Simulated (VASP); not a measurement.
# Pb (P6_3/mmc) in VASP: further runs

Runs on Pb. Level: PBE. Tasks: single point.

All numbers are computed with VASP 6.6.1; they aren't measurements. Logs are shortened: lines on timing, memory, paths and dates and some standing lists are left out, and cuts for length are marked.

**1. The cell of the first run**

It takes space group P6_3/mmc (No. 194, hexagonal). Conventional cell: a = 3.492 Å, b = 3.492 Å, c = 5.781 Å, α = 90.00°, β = 90.00°, γ = 120.00°. Pb (site symmetry -6m2) has 12 Pb at 3.49 to 3.52 Å within 4.6 Å.

This isn't the form of Pb at room conditions, which is fcc.

**2. Single point, PBE (30.52 Å³/atom)**

INCAR reads:

```
SYSTEM = Pb
ALGO = Fast
EDIFF = 1E-6
ENCUT = 520
GGA = PE
ISIF = 2
ISMEAR = 0
LASPH = .TRUE.
LCHARG = .TRUE.
LELF = .TRUE.
LREAL = .FALSE.
LVHAR = .TRUE.
LWAVE = .FALSE.
NBANDS = 21
NELM = 60
PREC = Accurate
SIGMA = 0.05
```

KPOINTS reads:

```
k-points
0
G
  14 14 8
  0 0 0
```

POSCAR reads:

```
Pb
1.0
    3.4915287323      0.0000000000      0.0000000000
   -1.7457643661      3.0237525802      0.0000000000
    0.0000000000      0.0000000000      5.7807323770
Pb
2
Direct
    0.3333333333      0.6666666667      0.2500000000
    0.6666666667      0.3333333333      0.7500000000
```

Potentials or basis: VASP PAW PBE potentials, release 64 (Pb_d).

Launch:

```console
> cat potpaw_PBE.64/Pb_d/POTCAR > POTCAR
> mpirun -np 1 vasp_std > vasp.out
```

OUTCAR:

```text
SYSTEM = Pb
   EDIFF = 1E-6
   ENCUT = 520
   GGA = PE
   ISIF = 2
   ISMEAR = 0
   LASPH = .TRUE.
   LREAL = .FALSE.
   NELM = 60
   PREC = Accurate

 ion  position               nearest neighbor table
   1  0.333  0.667  0.250-   2 3.52   2 3.52   2 3.52   2 3.52   2 3.52   2 3.52
   2  0.667  0.333  0.750-   1 3.52   1 3.52   1 3.52   1 3.52   1 3.52   1 3.52

  LATTYP: Found a hexagonal cell.
 ALAT       =     3.4915287323
 C/A-ratio  =     1.6556450828

  Lattice vectors:

 A1 = (   3.4915287323,   0.0000000000,   0.0000000000)
 A2 = (  -1.7457643661,   3.0237525802,   0.0000000000)
 A3 = (   0.0000000000,   0.0000000000,   5.7807323770)

Analysis of symmetry for initial positions (statically):
=====================================================================
 Subroutine PRICEL returns:
 Original cell was already a primitive cell.

 Routine SETGRP: Setting up the symmetry group for a
 hexagonal supercell.

 Subroutine GETGRP returns: Found 24 space group operations
 (whereof 12 operations were pure point group operations)
 out of a pool of 24 trial point group operations.

The static configuration has the point symmetry D_3d.
 The point group associated with its full space group is D_6h.

Analysis of symmetry for dynamics (positions and initial velocities):
=====================================================================
 Subroutine PRICEL returns:
 Original cell was already a primitive cell.

 Routine SETGRP: Setting up the symmetry group for a
 hexagonal supercell.

 Subroutine GETGRP returns: Found 24 space group operations
 (whereof 12 operations were pure point group operations)
 out of a pool of 24 trial point group operations.

The dynamic configuration has the point symmetry D_3d.
 The point group associated with its full space group is D_6h.

 Subroutine INISYM returns: Found 24 space group operations
 (whereof 12 operations are pure point group operations),
 and found     1 'primitive' translations

----------------------------------------------------------------------------------------

                                     Primitive cell

  volume of cell :      61.0302

  direct lattice vectors                    reciprocal lattice vectors
     3.491528732  0.000000000  0.000000000     0.286407496  0.165357445  0.000000000
    -1.745764366  3.023752580  0.000000000     0.000000000  0.330714889  0.000000000
     0.000000000  0.000000000  5.780732377     0.000000000  0.000000000  0.172988461

  length of vectors
     3.491528732  3.491528732  5.780732377     0.330714889  0.330714889  0.172988461

  position of ions in fractional coordinates (direct lattice)
     0.333333333  0.666666667  0.250000000
     0.666666667  0.333333333  0.750000000

  ion indices of the primitive-cell ions
   primitive index   ion index
                 1           1
                 2           2

----------------------------------------------------------------------------------------

 KPOINTS: k-points

Automatic generation of k-mesh.
 Grid dimensions read from file:
 generate k-points for:   14   14    8

 Generating k-lattice:

  Cartesian coordinates                     Fractional coordinates (reciprocal lattice)
     0.020457678  0.011811246  0.000000000     0.071428571 -0.000000000  0.000000000
     0.000000000  0.023622492  0.000000000     0.000000000  0.071428571  0.000000000
     0.000000000  0.000000000  0.021623558     0.000000000  0.000000000  0.125000000

  Length of vectors
     0.023622492  0.023622492  0.021623558

  Shift w.r.t. Gamma in fractional coordinates (k-lattice)
     0.000000000  0.000000000  0.000000000

 Subroutine IBZKPT returns following result:
 ===========================================

 Found    120 irreducible k-points:

 Following reciprocal coordinates:
            Coordinates               Weight
  0.000000  0.000000  0.000000      1.000000
  0.071429 -0.000000  0.000000      6.000000
  0.142857 -0.000000  0.000000      6.000000
  0.214286 -0.000000  0.000000      6.000000
  0.285714 -0.000000  0.000000      6.000000
  0.357143 -0.000000  0.000000      6.000000
[... 16 lines left out ...]
  0.285714  0.285714  0.000000      6.000000
  0.357143  0.285714  0.000000      6.000000
 [... further k-points ...]
   k-points           NKPTS =    120   k-points in BZ     NKDIM =    120   number of bands    NBANDS=     21
   number of dos      NEDOS =    301   number of ions     NIONS =      2
   total plane-waves  NPLWV =  37632
   dimension x,y,z NGX =    28 NGY =   28 NGZ =   48
   dimension x,y,z NGXF=    56 NGYF=   56 NGZF=   96
   ions per type =               2
   NGX,Y,Z   is equivalent  to a cutoff of  13.33, 13.33, 13.80 a.u.
   NGXF,Y,Z  is equivalent  to a cutoff of  26.66, 26.66, 27.61 a.u.
 SYSTEM =  Pb
   PREC   = accura    normal or accurate (medium, high low for compatibility)
   ISTART =      0    job   : 0-new  1-cont  2-samecut
   ICHARG =      2    charge: 1-file 2-atom 10-const
   ISPIN  =      1    spin polarized calculation?
   LNONCOLLINEAR =      F non collinear calculations
   LSORBIT =      F    spin-orbit coupling
   LASPH  =      T    aspherical Exc in radial PAW
   ENCUT  =  520.0 eV  38.22 Ry    6.18 a.u.   6.49  6.49 10.75*2*pi/ulx,y,z
   NELM   =     60;   NELMIN=  2; NELMDL= -5     # of ELM steps
   EDIFF  = 0.1E-05   stopping-criterion for ELM
   LREAL  =      F    real-space projection
   EDIFFG = 0.1E-04   stopping-criterion for IOM
   NSW    =      0    number of steps for IOM
   IBRION =     -1    ionic relax: 0-MD 1-quasi-New 2-CG
   NFREE  =      0    steps in history (QN), initial steepest desc. (CG)
   ISIF   =      2    stress and relaxation
   ISYM   =      2    0-nonsym 1-usesym 2-fastsym
   POTIM  = 0.5000    time-step for ionic-motion
   TEBEG  =    0.0;   TEEND  =   0.0 temperature during run
   PSTRESS=    0.0 pullay stress
   NELECT =      28.0000    total number of electrons
   NUPDOWN=      -1.0000    fix difference up-down
   EMIN   =  10.00;   EMAX   =-10.00  energy-range for DOS
   EFERMI =   0.00;   METHOD = LEGACY
   ISMEAR =     0;   SIGMA  =   0.05  broadening in eV -4-tet -1-fermi 0-gaus
   EFERMI_NEDOS =   21; number of points for ismear=-14 and -15
   IALGO  =     68    algorithm
   IMIX   =      4    mixing-type and parameters
     AMIX     =   0.40;   BMIX     =  1.00
     AMIX_MAG =   1.60;   BMIX_MAG =  1.00
  volume/ion in A,a.u.               =      30.52       205.93
  Fermi-wavevector in a.u.,A,eV,Ry     =   1.262639  2.386042 21.691193  1.594258
  Thomas-Fermi vector in A             =   2.396037
   LORBIT       =      0    0 simple, 1 ext, 2 COOP (PROOUT), +10 PAW based schemes
   GGA     = PE    functional components
   LHFCALC =     F    Hartree Fock is set to
   AEXX    =    0.0000 exact exchange contribution
   IVDW    =     0    specifies the selected vdW correction
   LEPSILON=     F    determine dielectric tensor
   LRPA    =     F    only Hartree local field effects (RPA)
 non-spin polarized calculation
 RMM-DIIS sequential band-by-band and
 Gauss-broadening in eV      SIGMA  =   0.05
  energy-cutoff  :      520.00
  volume of cell :       61.03
 maximum number of plane-waves:      1677
 NGX is ok and might be reduce to    28
   NGX = 13   NGY = 13   NGZ = 21

 number of electron      28.0000003 magnetization

 Free energy of the ion-electron system (eV)
  ---------------------------------------------------
  ext. energy  EPLUGINS =         0.00000000
  ---------------------------------------------------
  free energy    TOTEN  =        -7.08412026 eV

  energy without entropy =       -7.08293863  energy(sigma->0) =       -7.08352945

 E-fermi :   7.1794     XC(G=0): -10.1570

 val. band max:        7.1691473398   @ k =   0.2143   0.0714   0.0000
 cond. band min:       7.1843763522   @ k =   0.3571  -0.0000   0.1250
 fundamental gap:      0.0152290123
 Fermi energy:         7.1794182530

 k-point     1 :       0.0000    0.0000    0.0000
  band No.  band energies     occupation
      1      -9.8950      2.00000
      2      -9.8743      2.00000
      3      -9.8493      2.00000
      4      -9.8493      2.00000
      5      -9.8300      2.00000
      6      -9.8300      2.00000
[... 13 lines left out ...]
     20      16.3676      0.00000
     21      18.7473      0.00000

 k-point     2 :       0.0714   -0.0000    0.0000
  band No.  band energies     occupation
      1      -9.8918      2.00000
      2      -9.8753      2.00000
      3      -9.8421      2.00000
      4      -9.8370      2.00000
      5      -9.8277      2.00000
      6      -9.8181      2.00000
[... 13 lines left out ...]
     20      16.7850      0.00000
     21      18.1925      0.00000

 k-point     3 :       0.1429   -0.0000    0.0000
  band No.  band energies     occupation
      1      -9.9059      2.00000
      2      -9.8593      2.00000
      3      -9.8367      2.00000
      4      -9.8028      2.00000
      5      -9.8024      2.00000
      6      -9.7902      2.00000
[... 13 lines left out ...]
     20      17.2511      0.00000
     21      17.7134      0.00000

 k-point     4 :       0.2143   -0.0000    0.0000
  band No.  band energies     occupation
      1      -9.9332      2.00000
      2      -9.8507      2.00000
      3      -9.8214      2.00000
      4      -9.8173      2.00000
      5      -9.7995      2.00000
      6      -9.7549      2.00000
[... 13 lines left out ...]
     20      16.6295      0.00000
     21      17.8008      0.00000

 k-point     5 :       0.2857   -0.0000    0.0000
  band No.  band energies     occupation
      1      -9.9626      2.00000
      2      -9.8622      2.00000
      3      -9.8499      2.00000
      4      -9.8164      2.00000
      5      -9.7870      2.00000
      6      -9.7044      2.00000
[... 13 lines left out ...]
     20      16.2003      0.00000
     21      17.6038      0.00000
[... 382 lines left out ...]
     20      17.8116      0.00000
     21      19.6322      0.00000

 k-point    22 :       0.3571    0.2143    0.0000
  band No.  band energies     occupation
      1      -9.9298      2.00000
      2      -9.8983      2.00000
      3      -9.8192      2.00000
      4      -9.8070      2.00000
      5      -9.7614      2.00000
      6      -9.7355      2.00000
[... 13 lines left out ...]
     20      17.6888      0.00000
     21      20.5038      0.00000

 k-point    23 :       0.2857    0.2857    0.0000
  band No.  band energies     occupation
      1      -9.9323      2.00000
      2      -9.8349      2.00000
      3      -9.8328      2.00000
      4      -9.8128      2.00000
      5      -9.7652      2.00000
      6      -9.7196      2.00000
[... 13 lines left out ...]
     20      19.7064      0.00000
     21      19.8558      0.00000

 k-point    24 :       0.3571    0.2857    0.0000
  band No.  band energies     occupation
      1      -9.9382      2.00000
      2      -9.8344      2.00000
      3      -9.8019      2.00000
      4      -9.7928      2.00000
      5      -9.7784      2.00000
      6      -9.7373      2.00000
[... 13 lines left out ...]
     20      19.7148      0.00000
     21      21.2678      0.00000

 [... further k-points ...]
[... 5 lines left out ...]
  --------------------------------------------------------------------------------------
  -------------------------------------------------------------------------------------
  Total        0.6493804      0.6493804      0.6674172      0.0000000      0.0000000      0.0000000
  in kB       17.0476705     17.0476705     17.5211746      0.0000000      0.0000000      0.0000000
  external PRESSURE =      17.2055052 kB  Pullay stress =       0.0000000 kB

 VOLUME and BASIS-vectors are now :
 -----------------------------------------------------------------------------
  energy-cutoff  :      520.00
  volume of cell :       61.03
      direct lattice vectors                 reciprocal lattice vectors
     3.491528732  0.000000000  0.000000000     0.286407496  0.165357445  0.000000000
    -1.745764366  3.023752580  0.000000000     0.000000000  0.330714889  0.000000000
     0.000000000  0.000000000  5.780732377     0.000000000  0.000000000  0.172988461

 POSITION                                       TOTAL-FORCE (eV/Angst)
 -----------------------------------------------------------------------------------
     -0.00000      2.01584      1.44518        -0.000000      0.000000      0.000000
      1.74576      1.00792      4.33555         0.000000     -0.000000      0.000000
 -----------------------------------------------------------------------------------
    total drift:                               -0.000000      0.000000      0.000000

  FREE ENERGIE OF THE ION-ELECTRON SYSTEM (eV)
  ---------------------------------------------------
  free  energy   TOTEN  =        -7.0841202624 eV

  energy  without entropy=       -7.0829386327  energy(sigma->0) =       -7.08352945
```

It took 72 s on 1 thread of Intel Xeon 6975P-C (Granite Rapids), shared host; peak memory 0.26 GiB.

Results:

```yaml
Free_energy: -7.0841 eV
Pressure: 1.7 GPa
Band_gap_on_the_k_mesh: zero (bands 14 and 15 overlap by 7.44 eV)
```

Levels at points of the mesh, in eV from the Fermi level:
| k point | band 10 | band 11 | band 12 | band 13 | band 14 | band 15 | band 16 | band 17 | band 18 | band 19 |
| --- | --- | --- | --- | --- | --- | --- | --- | --- | --- | --- |
| (0.00, 0.00, 0.00) | -16.79 | -11.68 | -8.21 | -4.17 | 5.72 | 5.72 | 7.27 | 7.43 | 7.43 | 8.90 |
| (0.50, 0.00, 0.00) | -16.76 | -8.23 | -7.07 | -2.95 | -1.56 | -0.45 | 1.75 | 2.18 | 5.56 | 6.26 |
| (0.00, 0.00, 0.50) | -16.85 | -10.52 | -10.52 | 0.61 | 0.61 | 6.53 | 6.53 | 6.53 | 6.53 | 9.38 |
| (0.50, 0.00, 0.50) | -16.76 | -7.49 | -7.49 | -3.63 | -3.63 | 3.44 | 3.44 | 3.49 | 3.49 | 6.88 |

Caveat: spin-orbit coupling is left out, which moves the levels of the heavy elements.

**3. Single point, PBE**

This run uses another cell than the first one, of 31.79 Å³/atom.

INCAR reads:

```
SYSTEM = Pb
PREC = Accurate
ENCUT = 520
EDIFF = 1E-6
ISMEAR = 0
SIGMA = 0.05
LREAL = .False.
LASPH = .True.
NELM = 60
ALGO = Fast
ISIF = 2
LWAVE = .False.
LCHARG = .True.
GGA = PE
LELF = .True.
LVHAR = .True.
NBANDS = 21
```

KPOINTS reads:

```
regular mesh
0
Gamma
  14 14 8
  0 0 0
```

POSCAR reads:

```
Pb
1.0
    3.5393638372      0.0000000000      0.0000000000
   -1.7696819186      3.0651789962      0.0000000000
    0.0000000000      0.0000000000      5.8599303332
Pb
2
Direct
    0.3333333333      0.6666666667      0.2500000000
    0.6666666667      0.3333333333      0.7500000000
```

Potentials or basis: VASP PAW PBE potentials, release 64 (Pb_d).

Launch:

```console
> cat potpaw_PBE.64/Pb_d/POTCAR > POTCAR
> mpirun -np 1 vasp_std > vasp.out
```

OUTCAR:

```text
SYSTEM = Pb
   PREC = Accurate
   ENCUT = 520
   EDIFF = 1E-6
   ISMEAR = 0
   LREAL = .False.
   LASPH = .True.
   NELM = 60
   ISIF = 2
   GGA = PE

 ion  position               nearest neighbor table
   1  0.333  0.667  0.250-   2 3.57   2 3.57   2 3.57   2 3.57   2 3.57   2 3.57
   2  0.667  0.333  0.750-   1 3.57   1 3.57   1 3.57   1 3.57   1 3.57   1 3.57

  LATTYP: Found a hexagonal cell.
 ALAT       =     3.5393638372
 C/A-ratio  =     1.6556450828

  Lattice vectors:

 A1 = (   3.5393638372,   0.0000000000,   0.0000000000)
 A2 = (  -1.7696819186,   3.0651789962,   0.0000000000)
[... 193 lines left out ...]
      5     -10.2526      2.00000
      6     -10.2526      2.00000
[... 565 lines left out ...]
     20      18.9850      0.00000
     21      20.4599      0.00000

 [... further k-points ...]
[... 5 lines left out ...]
  --------------------------------------------------------------------------------------
  -------------------------------------------------------------------------------------
  Total       -0.0276098     -0.0276098     -0.0213001      0.0000000      0.0000000     -0.0000000
  in kB       -0.6958246     -0.6958246     -0.5368085      0.0000000      0.0000000     -0.0000000
  external PRESSURE =      -0.6428193 kB  Pullay stress =       0.0000000 kB

 VOLUME and BASIS-vectors are now :
 -----------------------------------------------------------------------------
  energy-cutoff  :      520.00
  volume of cell :       63.57
      direct lattice vectors                 reciprocal lattice vectors
     3.539363837  0.000000000  0.000000000     0.282536650  0.163122611  0.000000000
    -1.769681919  3.065178996  0.000000000     0.000000000  0.326245221  0.000000000
     0.000000000  0.000000000  5.859930333     0.000000000  0.000000000  0.170650493

 POSITION                                       TOTAL-FORCE (eV/Angst)
 -----------------------------------------------------------------------------------
     -0.00000      2.04345      1.46498         0.000000      0.000000      0.000000
      1.76968      1.02173      4.39495        -0.000000     -0.000000      0.000000
 -----------------------------------------------------------------------------------
    total drift:                               -0.000000      0.000000      0.000000

  FREE ENERGIE OF THE ION-ELECTRON SYSTEM (eV)
  ---------------------------------------------------
  free  energy   TOTEN  =        -7.0981547047 eV

  energy  without entropy=       -7.0967613248  energy(sigma->0) =       -7.09745801
```

OSZICAR:

```text
N       E                     dE             d eps       ncg     rms          rms(c)
DAV:   1     0.294733060938E+03    0.29473E+03   -0.14203E+04  5045   0.160E+03
DAV:   2     0.144487098584E+02   -0.28028E+03   -0.27372E+03  5065   0.406E+02
DAV:   3    -0.642601259963E+01   -0.20875E+02   -0.20629E+02  6140   0.136E+02
DAV:   4    -0.708648841461E+01   -0.66048E+00   -0.66028E+00  6073   0.277E+01
DAV:   5    -0.711863417482E+01   -0.32146E-01   -0.32145E-01  6880   0.561E+00    0.691E-01
RMM:   6    -0.710142271631E+01    0.17211E-01   -0.30211E-02  5656   0.207E+00    0.363E-01
RMM:   7    -0.709755448733E+01    0.38682E-02   -0.19550E-02  5655   0.137E+00    0.130E-01
RMM:   8    -0.709795639537E+01   -0.40191E-03   -0.60596E-03  6577   0.103E+00    0.260E-02
RMM:   9    -0.709813003599E+01   -0.17364E-03   -0.19873E-03  7963   0.382E-01    0.238E-02
RMM:  10    -0.709814348386E+01   -0.13448E-04   -0.37580E-04  5868   0.274E-01    0.131E-02
RMM:  11    -0.709814829503E+01   -0.48112E-05   -0.14798E-04  6720   0.142E-01    0.610E-03
RMM:  12    -0.709815506686E+01   -0.67718E-05   -0.69592E-05  7089   0.727E-02    0.674E-03
RMM:  13    -0.709815509226E+01   -0.25396E-07   -0.11786E-05  5138   0.384E-02    0.274E-03
RMM:  14    -0.709815470468E+01    0.38758E-06   -0.22850E-06  3406   0.163E-02
   1 F= -.70981547E+01 E0= -.70974580E+01  d E =-.139338E-02
```

It took 80 s on 1 thread of Intel Xeon 6975P-C (Granite Rapids), shared host; peak memory 0.27 GiB.

What came out:

```yaml
Free_energy: -7.0982 eV
Pressure: -0.1 GPa
Band_gap_on_the_k_mesh: zero (bands 14 and 15 overlap by 7.11 eV)
```

Caveat: spin-orbit coupling is left out, which moves the levels of the heavy elements.

(Part 1 of 2 ends here.)

The gap in the log of VASP goes by the Fermi energy; the results here count the filled bands.